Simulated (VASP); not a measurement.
# Ge3S (Im-3m) in VASP: a series of runs

The runs below take Ge3S through single point, relaxation of cell and atoms, with PBE.

Everything below comes from runs of VASP 6.6.1. Logs are shortened: lines on timing, memory, paths and dates and some standing lists are left out, and cuts for length are marked.

## Step 1: The cell of the first run

Symmetry: Im-3m, No. 229, cubic system. The conventional cell has a = 5.368 Å, b = 5.368 Å, c = 5.368 Å, α = 90.00°, β = 90.00°, γ = 90.00°. Within 3.5 Å of Ge (site symmetry 4/mmm) lie 4 Ge at 2.68 Å and 2 S at 2.68 Å. Within 3.5 Å of S (site symmetry m-3m) lie 6 Ge at 2.68 Å.

## Step 2: Single point, PBE

INCAR reads:

```
SYSTEM = Ge3S
  PREC = Accurate
  ENCUT = 520
  EDIFF = 1E-6
  ISMEAR = 0
  SIGMA = 0.1
  LREAL = .FALSE.
  LASPH = .TRUE.
  NELM = 100
  ALGO = Normal
  ISIF = 2
  LWAVE = .FALSE.
  LCHARG = .TRUE.
  GGA = PE
  LELF = .TRUE.
  LVHAR = .TRUE.
  NBANDS = 32
```

KPOINTS reads:

```
regular mesh
0
G
  12 12 12
  0 0 0
```

POSCAR reads:

```
Ge3S
1.0
   -2.6841462147      2.6841462147      2.6841462147
    2.6841462147     -2.6841462147      2.6841462147
    2.6841462147      2.6841462147     -2.6841462147
Ge S
3 1
Direct
    0.0000000000      0.5000000000      0.5000000000
    0.5000000000      0.0000000000      0.5000000000
    0.5000000000      0.5000000000      0.0000000000
    0.0000000000      0.0000000000      0.0000000000
```

Potentials or basis: VASP PAW PBE potentials, release 64 (Ge_d, S).

Started as:

```console
> cat potpaw_PBE.64/Ge_d/POTCAR potpaw_PBE.64/S/POTCAR > POTCAR
> mpirun -np 1 vasp_std > vasp.out
```

OUTCAR:

```text
SYSTEM = Ge3S
   PREC = Accurate
   ENCUT = 520
   EDIFF = 1E-6
   ISMEAR = 0
   LREAL = .FALSE.
   LASPH = .TRUE.
   NELM = 100
   ISIF = 2
   GGA = PE

 ion  position               nearest neighbor table
   1  0.000  0.500  0.500-   2 2.68   3 2.68   4 2.68   4 2.68   3 2.68   2 2.68
   2  0.500  0.000  0.500-   1 2.68   3 2.68   4 2.68   3 2.68   4 2.68   1 2.68
   3  0.500  0.500  0.000-   1 2.68   2 2.68   4 2.68   2 2.68   1 2.68   4 2.68
   4  0.000  0.000  0.000-   1 2.68   2 2.68   3 2.68   1 2.68   2 2.68   3 2.68

  LATTYP: Found a body centered cubic cell.
 ALAT       =     5.3682924294

  Lattice vectors:

 A1 = (  -2.6841462147,   2.6841462147,   2.6841462147)
 A2 = (   2.6841462147,  -2.6841462147,   2.6841462147)
 A3 = (   2.6841462147,   2.6841462147,  -2.6841462147)

Analysis of symmetry for initial positions (statically):
=====================================================================
 Subroutine PRICEL returns:
 Original cell was already a primitive cell.

 Routine SETGRP: Setting up the symmetry group for a
 body centered cubic supercell.

 Subroutine GETGRP returns: Found 48 space group operations
 (whereof 48 operations were pure point group operations)
 out of a pool of 48 trial point group operations.

The static configuration has the point symmetry O_h .

Analysis of symmetry for dynamics (positions and initial velocities):
=====================================================================
 Subroutine PRICEL returns:
 Original cell was already a primitive cell.

 Routine SETGRP: Setting up the symmetry group for a
 body centered cubic supercell.

 Subroutine GETGRP returns: Found 48 space group operations
 (whereof 48 operations were pure point group operations)
 out of a pool of 48 trial point group operations.

The dynamic configuration has the point symmetry O_h .

 Subroutine INISYM returns: Found 48 space group operations
 (whereof 48 operations are pure point group operations),
 and found     1 'primitive' translations

----------------------------------------------------------------------------------------

                                     Primitive cell

  volume of cell :      77.3532

  direct lattice vectors                    reciprocal lattice vectors
    -2.684146215  2.684146215  2.684146215     0.000000000  0.186278973  0.186278973
     2.684146215 -2.684146215  2.684146215     0.186278973  0.000000000  0.186278973
     2.684146215  2.684146215 -2.684146215     0.186278973  0.186278973  0.000000000

  length of vectors
     4.649077619  4.649077619  4.649077619     0.263438250  0.263438250  0.263438250

  position of ions in fractional coordinates (direct lattice)
     0.000000000  0.500000000  0.500000000
     0.500000000  0.000000000  0.500000000
     0.500000000  0.500000000  0.000000000
     0.000000000  0.000000000  0.000000000

  ion indices of the primitive-cell ions
   primitive index   ion index
                 1           1
                 2           2
                 3           3
                 4           4

----------------------------------------------------------------------------------------

 KPOINTS: regular mesh

Automatic generation of k-mesh.
 Grid dimensions read from file:
 generate k-points for:   12   12   12

 Generating k-lattice:

  Cartesian coordinates                     Fractional coordinates (reciprocal lattice)
     0.000000000  0.015523248  0.015523248     0.083333333  0.000000000  0.000000000
     0.015523248  0.000000000  0.015523248     0.000000000  0.083333333  0.000000000
     0.015523248  0.015523248  0.000000000     0.000000000  0.000000000  0.083333333

  Length of vectors
     0.021953187  0.021953187  0.021953187

  Shift w.r.t. Gamma in fractional coordinates (k-lattice)
     0.000000000  0.000000000  0.000000000

 Subroutine IBZKPT returns following result:
 ===========================================

 Found     72 irreducible k-points:

 Following reciprocal coordinates:
            Coordinates               Weight
  0.000000  0.000000  0.000000      1.000000
  0.083333  0.000000  0.000000     12.000000
  0.166667  0.000000  0.000000     12.000000
  0.250000  0.000000  0.000000     12.000000
  0.333333  0.000000  0.000000     12.000000
  0.416667  0.000000  0.000000     12.000000
[... 16 lines left out ...]
  0.333333  0.083333  0.083333     24.000000
  0.416667  0.083333  0.083333     12.000000
 [... further k-points ...]
   k-points           NKPTS =     72   k-points in BZ     NKDIM =     72   number of bands    NBANDS=     32
   number of dos      NEDOS =    301   number of ions     NIONS =      4
   total plane-waves  NPLWV =  46656
   dimension x,y,z NGX =    36 NGY =   36 NGZ =   36
   dimension x,y,z NGXF=    72 NGYF=   72 NGZF=   72
   ions per type =               3   1
   NGX,Y,Z   is equivalent  to a cutoff of  12.87, 12.87, 12.87 a.u.
   NGXF,Y,Z  is equivalent  to a cutoff of  25.75, 25.75, 25.75 a.u.
 SYSTEM =  Ge3S
[... 28 lines left out ...]
     AMIX     =   0.40;   BMIX     =  1.00
     AMIX_MAG =   1.60;   BMIX_MAG =  1.00
  volume/ion in A,a.u.               =      19.34       130.50
  Fermi-wavevector in a.u.,A,eV,Ry     =   1.396355  2.638728 26.528726  1.949806
  Thomas-Fermi vector in A             =   2.519717
   LORBIT       =      0    0 simple, 1 ext, 2 COOP (PROOUT), +10 PAW based schemes
   GGA     = PE    functional components
   LHFCALC =     F    Hartree Fock is set to
   AEXX    =    0.0000 exact exchange contribution
   IVDW    =     0    specifies the selected vdW correction
   LEPSILON=     F    determine dielectric tensor
   LRPA    =     F    only Hartree local field effects (RPA)
 non-spin polarized calculation
 Gauss-broadening in eV      SIGMA  =   0.10
  energy-cutoff  :      520.00
  volume of cell :       77.35
 maximum number of plane-waves:      2112
   NGX = 17   NGY = 17   NGZ = 17

 number of electron      47.9999945 magnetization

 Free energy of the ion-electron system (eV)
  ---------------------------------------------------
  ext. energy  EPLUGINS =         0.00000000
  ---------------------------------------------------
  free energy    TOTEN  =       -17.48269851 eV

  energy without entropy =      -17.47198993  energy(sigma->0) =      -17.47734422

 E-fermi :   6.3436     XC(G=0): -10.7676

 val. band max:        6.3338705336   @ k =   0.4167   0.1667   0.0000
 cond. band min:       6.3476176725   @ k =   0.5000   0.0000   0.0000
 fundamental gap:      0.0137471389
 Fermi energy:         6.3435533508

 k-point     1 :       0.0000    0.0000    0.0000
  band No.  band energies     occupation
      1     -18.5950      2.00000
      2     -18.5894      2.00000
      3     -18.5894      2.00000
      4     -18.5314      2.00000
      5     -18.5314      2.00000
      6     -18.5314      2.00000
[... 24 lines left out ...]
     31      11.1777      0.00000
     32      15.3633      0.00000

 k-point     2 :       0.0833    0.0000    0.0000
  band No.  band energies     occupation
      1     -18.5937      2.00000
      2     -18.5878      2.00000
      3     -18.5859      2.00000
      4     -18.5303      2.00000
      5     -18.5302      2.00000
      6     -18.5295      2.00000
[... 24 lines left out ...]
     31      11.2478      0.00000
     32      15.5074      0.00000

 k-point     3 :       0.1667    0.0000    0.0000
  band No.  band energies     occupation
      1     -18.5916      2.00000
      2     -18.5814      2.00000
      3     -18.5758      2.00000
      4     -18.5272      2.00000
      5     -18.5267      2.00000
      6     -18.5241      2.00000
[... 24 lines left out ...]
     31      11.4688      0.00000
     32      15.0284      0.00000

 k-point     4 :       0.2500    0.0000    0.0000
  band No.  band energies     occupation
      1     -18.5901      2.00000
      2     -18.5701      2.00000
      3     -18.5610      2.00000
      4     -18.5226      2.00000
      5     -18.5214      2.00000
      6     -18.5161      2.00000
[... 654 lines left out ...]
     31      12.5657      0.00000
     32      12.6790      0.00000

 k-point    23 :       0.3333    0.0833    0.0833
  band No.  band energies     occupation
      1     -18.5777      2.00000
      2     -18.5425      2.00000
      3     -18.5310      2.00000
      4     -18.5086      2.00000
      5     -18.5058      2.00000
      6     -18.4996      2.00000
[... 24 lines left out ...]
     31      13.5556      0.00000
     32      13.7176      0.00000

 k-point    24 :       0.4167    0.0833    0.0833
  band No.  band energies     occupation
      1     -18.5773      2.00000
      2     -18.5369      2.00000
      3     -18.5259      2.00000
      4     -18.5063      2.00000
      5     -18.5025      2.00000
      6     -18.4969      2.00000
[... 24 lines left out ...]
     31      13.4134      0.00000
     32      14.6696      0.00000

 [... further k-points ...]

------------------------ aborting loop because EDIFF is reached ----------------------------------------

  FORCE on cell =-STRESS in cart. coord.  units (eV):
  Direction    XX          YY          ZZ          XY          YZ          ZX
  --------------------------------------------------------------------------------------
  -------------------------------------------------------------------------------------
  Total        0.0904211      0.0904211      0.0904211      0.0000000      0.0000000     -0.0000000
  in kB        1.8728453      1.8728453      1.8728453      0.0000000      0.0000000     -0.0000000
  external PRESSURE =       1.8728453 kB  Pullay stress =       0.0000000 kB

 VOLUME and BASIS-vectors are now :
 -----------------------------------------------------------------------------
  energy-cutoff  :      520.00
  volume of cell :       77.35
      direct lattice vectors                 reciprocal lattice vectors
    -2.684146215  2.684146215  2.684146215     0.000000000  0.186278973  0.186278973
     2.684146215 -2.684146215  2.684146215     0.186278973  0.000000000  0.186278973
     2.684146215  2.684146215 -2.684146215     0.186278973  0.186278973  0.000000000

 POSITION                                       TOTAL-FORCE (eV/Angst)
 -----------------------------------------------------------------------------------
      2.68415      0.00000      0.00000         0.000000      0.000000     -0.000000
      0.00000      2.68415      0.00000        -0.000000     -0.000000      0.000000
      0.00000      0.00000      2.68415        -0.000000      0.000000     -0.000000
      0.00000      0.00000      0.00000        -0.000000     -0.000000     -0.000000
 -----------------------------------------------------------------------------------
    total drift:                                0.000000      0.000000     -0.000000

  FREE ENERGIE OF THE ION-ELECTRON SYSTEM (eV)
  ---------------------------------------------------
  free  energy   TOTEN  =       -17.4826985134 eV

  energy  without entropy=      -17.4719899284  energy(sigma->0) =      -17.47734422
```

It took 2.2 min on 1 thread of Intel Xeon Platinum 8259CL at 2.50GHz (Skylake/Cascade Lake), shared host; peak memory 0.28 GiB.

Results:

| Item | Value |
| --- | --- |
| Free energy | -17.4827 eV |
| Pressure | 0.2 GPa |
| Band gap on the k mesh | zero (band 24 reaches 7.29 eV, above the bottom of band 25 at 3.61 eV) |

## Step 3: Relaxation of cell and atoms, PBE

INCAR reads:

```
ALGO = Normal
EDIFF = 1E-6
EDIFFG = -0.01
ENCUT = 600
GGA = PE
IBRION = 2
ISIF = 3
ISMEAR = 0
LASPH = True
LCHARG = False
LREAL = False
LWAVE = False
NELM = 100
NSW = 100
PREC = Accurate
SIGMA = 0.1
```

KPOINTS reads:

```
k-points
0
Gamma
  12 12 12
```

POSCAR is that of step 2.

Potentials or basis: VASP PAW PBE potentials, release 64 (Ge_d, S).

Started as:

```console
> cat potpaw_PBE.64/Ge_d/POTCAR potpaw_PBE.64/S/POTCAR > POTCAR
> mpirun -np 1 vasp_std > vasp.out
```

Run time: 4.3 min. Hardware: 1 thread of Intel Xeon Platinum 8259CL at 2.50GHz (Skylake/Cascade Lake), shared host; peak memory 0.34 GiB.

It converged, with:

| Item | Value |
| --- | --- |
| Free energy | -17.4831 eV |
| Relaxed volume | 19.39 Å³/atom |
| Relaxed cell | a = 4.653 Å, b = 4.653 Å, c = 4.653 Å, α = 109.47°, β = 109.47°, γ = 109.47° |
| Space group after relaxing (to 0.05 Å) | Im-3m (No. 229) |
| Energy gained by relaxing | 0.0 meV/atom |
| Ionic steps | 2 |
| Pressure after relaxing | 0.0 GPa |
| Band gap on the k mesh | zero (band 24 reaches 7.26 eV, above the bottom of band 25 at 3.59 eV) |

Final structure:
```xyz
4
Lattice="-2.6865 2.6865 2.6865 2.6865 -2.6865 2.6865 2.6865 2.6865 -2.6865" Properties=species:S:1:pos:R:3 pbc="T T T"
Ge    2.6865    0.0000    0.0000
Ge    2.6865    0.0000    2.6865
Ge    0.0000    0.0000    2.6865
S     0.0000    5.3731    0.0000
```

Levels at points of the mesh, in eV from the Fermi level:
```csv
k point,band 22,band 23,band 24,band 25,band 26,band 27
"(0.00, 0.00, 0.00)",-4.56,-2.72,-2.72,-2.72,2.89,2.89
"(0.50, 0.00, 0.00)",-2.14,-1.61,-0.05,0.01,1.93,2.85
"(0.50, 0.50, 0.50)",-2.27,-1.22,-1.22,-1.22,6.07,6.07
```

## Step 4: Single point, PBE

INCAR reads:

```
  PREC = Accurate
  ENCUT = 520
  EDIFF = 1E-6
  ISMEAR = 0
  SIGMA = 0.1
  LREAL = False
  LASPH = True
  NELM = 100
  ALGO = Normal
  ISIF = 2
  LWAVE = False
  LCHARG = False
  GGA = PE
  NBANDS = 32
```

KPOINTS reads:

```
regular mesh
0
Gamma
  12 12 12
```

POSCAR is that of step 3.

Started as:

```console
> cat potpaw_PBE.64/Ge_d/POTCAR potpaw_PBE.64/S/POTCAR > POTCAR
> mpirun -np 1 vasp_std > vasp.out
```

Wall time 2.2 min (1 thread of Intel Xeon Platinum 8259CL at 2.50GHz (Skylake/Cascade Lake), shared host); peak memory 0.29 GiB.

It converged, with:

| Item | Value |
| --- | --- |
| Free energy | -17.4827 eV |
| Pressure | 0.2 GPa |
| Band gap on the k mesh | zero (band 24 reaches 7.29 eV, above the bottom of band 25 at 3.61 eV) |

Levels at points of the mesh, in eV from the Fermi level:
```
           k point  band 20  band 21  band 22  band 23  band 24  band 25  band 26  band 27  band 28  band 29
(0.00, 0.00, 0.00)    -4.57    -4.57    -4.57    -2.73    -2.73    -2.73     2.88     2.88     2.88     4.83
(0.50, 0.00, 0.00)    -5.04    -3.56    -2.14    -1.61    -0.05     0.00     1.93     2.86     3.64     3.74
(0.50, 0.50, 0.50)    -6.49    -6.49    -2.25    -1.23    -1.23    -1.23     6.08     6.08     6.08     6.38
```

## Step 5: Single point, PBE

This run uses another cell than the first one, of 20.73 Å³/atom, 1.072 times its volume.

INCAR reads:

```
SYSTEM = Ge3S
PREC     = Accurate       ! precision mode
ENCUT    = 520            ! plane-wave cutoff, eV
EDIFF    = 1E-7           ! SCF threshold, eV
ISMEAR   = 0              ! smearing method
SIGMA    = 0.1            ! smearing width, eV
LREAL    = .FALSE.        ! projectors in reciprocal space
LASPH    = .TRUE.         ! aspherical terms in the spheres
NELM     = 80             ! most SCF steps
ALGO     = Normal         ! electronic algorithm
ISIF     = 2              ! what is computed and relaxed
LWAVE    = .FALSE.        ! write WAVECAR
LCHARG   = .FALSE.        ! write CHGCAR
GGA      = PE             ! functional
NBANDS   = 32             ! bands
```

KPOINTS reads:

```
Automatic mesh
0
G
  4 4 4
  0 0 0
```

POSCAR reads:

```
Ge3S
1.0
   -2.7468742700      2.7468742700      2.7468742700
    2.7468742700     -2.7468742700      2.7468742700
    2.7468742700      2.7468742700     -2.7468742700
Ge S
3 1
Direct
    0.0000000000      0.5000000000      0.5000000000
    0.5000000000      0.0000000000      0.5000000000
    0.5000000000      0.5000000000      0.0000000000
    0.0000000000      0.0000000000      0.0000000000
```

Started as:

```console
> cat potpaw_PBE.64/Ge_d/POTCAR potpaw_PBE.64/S/POTCAR > POTCAR
> mpirun -np 1 vasp_std > vasp.out
```

It took 20 s on 1 thread of Intel Xeon Platinum 8488C (Sapphire Rapids), shared host; peak memory 0.2 GiB.

It converged, with:

| Item | Value |
| --- | --- |
| Free energy | -17.4566 eV |
| Pressure | -3.7 GPa |
| Band gap on the k mesh | zero (band 24 reaches 6.61 eV, above the bottom of band 25 at 3.09 eV) |

Levels at points of the mesh, in eV from the Fermi level:
```csv
k point,band 20,band 21,band 22,band 23,band 24,band 25,band 26,band 27,band 28,band 29
"(0.00, 0.00, 0.00)",-3.68,-3.68,-3.68,-1.93,-1.93,-1.93,3.68,3.68,3.68,5.09
"(0.50, 0.00, 0.00)",-4.11,-2.68,-1.47,-1.03,0.59,0.63,2.39,3.31,3.79,3.99
"(0.50, 0.50, 0.50)",-5.44,-5.44,-2.19,-0.58,-0.58,-0.58,6.20,6.20,6.20,7.00
```

Caveat: the k points lie up to 0.40 Å⁻¹ apart.

## Step 6: Relaxation of cell and atoms, PBE

This run uses another cell than the first one, of 20.73 Å³/atom, 1.072 times its volume.

INCAR reads:

```
SYSTEM = Ge3S
  PREC = Accurate
  ENCUT = 600
  EDIFF = 1E-7
  ISMEAR = 0
  SIGMA = 0.1
  LREAL = .False.
  LASPH = .True.
  NELM = 100
  ALGO = Normal
  ISIF = 3
  LWAVE = .False.
  LCHARG = .False.
  GGA = PE
  IBRION = 2
  NSW = 100
  EDIFFG = -0.01
```

KPOINTS reads:

```
regular mesh
0
Gamma
  12 12 12
  0 0 0
```

POSCAR is that of step 5.

Potentials or basis: VASP PAW PBE potentials, release 64 (Ge_d, S).

Started as:

```console
> cat potpaw_PBE.64/Ge_d/POTCAR potpaw_PBE.64/S/POTCAR > POTCAR
> mpirun -np 1 vasp_std > vasp.out
```

It took 17 min on 1 thread of AMD EPYC 7R43 (Zen 3), shared host; peak memory 0.31 GiB.

It converged, with:

- Free energy: -17.4841 eV
- Relaxed volume: 19.34 Å³/atom
- Relaxed cell: a = 4.649 Å, b = 4.649 Å, c = 4.649 Å, α = 109.47°, β = 109.47°, γ = 109.47°
- Space group after relaxing (to 0.05 Å): Im-3m (No. 229)
- Energy gained by relaxing: 17.3 meV/atom
- Ionic steps: 3
- Pressure after relaxing: 0.0 GPa
- Band gap on the k mesh: zero (band 24 reaches 7.29 eV, above the bottom of band 25 at 3.61 eV)

The path:
```
step  energy change (eV)  largest force (eV/Å)  pressure (GPa)  volume (Å³)
   1              0.0000                0.0000           -3.79        82.90
   2             -0.0691                0.0000            0.17        77.16
   3             -0.0692                0.0000            0.02        77.37
```

Final structure:
```yaml
crystal:
  lattice:
    - [-2.68432, 2.68432, 2.68432]
    - [2.68432, -2.68432, 2.68432]
    - [2.68432, 2.68432, -2.68432]
  atoms:
    - { symbol: Ge, position: [0.00000, 0.50000, 0.50000] }
    - { symbol: Ge, position: [0.50000, 0.00000, 0.50000] }
    - { symbol: Ge, position: [0.50000, 0.50000, 0.00000] }
    - { symbol: S, position: [0.00000, 0.00000, 0.00000] }
```

Levels at points of the mesh, in eV from the Fermi level:
```csv
k point,band 21,band 22,band 23,band 24,band 25,band 26,band 27,band 28
"(0.00, 0.00, 0.00)",-4.57,-4.57,-2.73,-2.73,-2.73,2.88,2.88,2.88
"(0.50, 0.00, 0.00)",-3.56,-2.14,-1.61,-0.05,0.00,1.93,2.86,3.64
"(0.50, 0.50, 0.50)",-6.49,-2.25,-1.23,-1.23,-1.23,6.08,6.08,6.08
```

## Step 7: Overview

```csv
task,cell,k mesh,cutoff (eV),gap on the mesh (eV),pressure (GPa),relaxed volume (Å³/atom)
single point,"a = 4.649 Å, angles 109.5°, 4 atoms",12 × 12 × 12,520,none,0.2,-
relaxation of cell and atoms,"relaxed from a = 4.649 Å, angles 109.5°, 4 atoms",12 × 12 × 12,600,none,0.0,19.39
single point,"a = 4.758 Å, angles 109.5°, 4 atoms",4 × 4 × 4,520,none,-3.7,-
relaxation of cell and atoms,"relaxed from a = 4.758 Å, angles 109.5°, 4 atoms",12 × 12 × 12,600,none,0.0,19.34
```

Alike in all rows: level PBE; potentials or basis VASP PAW PBE potentials, release 64 (Ge_d, S); no spin polarisation; smearing gaussian 0.1 eV.

Caveats: some runs use coarse meshes.

Absolute energies hang on the potentials; compare differences alone.
